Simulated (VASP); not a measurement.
Crystal: LiCl.

```
Cl Li
1.0
     0.00000    2.56477    2.56477
     2.56477    0.00000    2.56477
     2.56477    2.56477    0.00000
Cl Li
1 1
Direct
  0.50000 0.50000 0.50000
  0.00000 0.00000 0.00000
```

| Property | Result |
| --- | --- |
| Program | VASP 6.6.1 |
| Task | relaxation of cell and atoms |
| Functional | PBEsol |
| Potentials or basis | VASP PAW PBE potentials, release 64 (Cl, Li_sv) |
| Cutoff | 600 eV |
| k mesh | 9 × 9 × 9 |
| Occupations | fermi-dirac, width 0.05 eV |
| Spin | no spin polarisation |

At the start: pressure -1.3 GPa; volume 16.87 Å³/atom.

Problem. Where does the relaxation end?

Solution. Over 3 steps the energy falls by 2.8 meV/atom and the volume is 16.26 Å³/atom (-3.6 %); space group Fm-3m (No. 225, to 0.05 Å).

The path:
```csv
step,energy change (eV),largest force (eV/Å),pressure (GPa),volume (Å³)
1,0.0000,0.0000,-1.30,33.74
2,-0.0042,0.0000,-0.68,33.08
3,-0.0056,0.0000,-0.13,32.53
```

Final structure:
```xyz
2
Lattice="0.0000 2.5336 2.5336 2.5336 0.0000 2.5336 2.5336 2.5336 0.0000" Properties=species:S:1:pos:R:3 pbc="T T T"
Cl    2.5336    2.5336    2.5336
Li    0.0000    0.0000    0.0000
```

Caveat: the cutoff is under 1.25 times the usual one of these potentials, so pressure, stress and relaxed cells hold a basis-set (Pulay) error; the PAW data sets were made with another functional, which shifts forces and pressure a little.
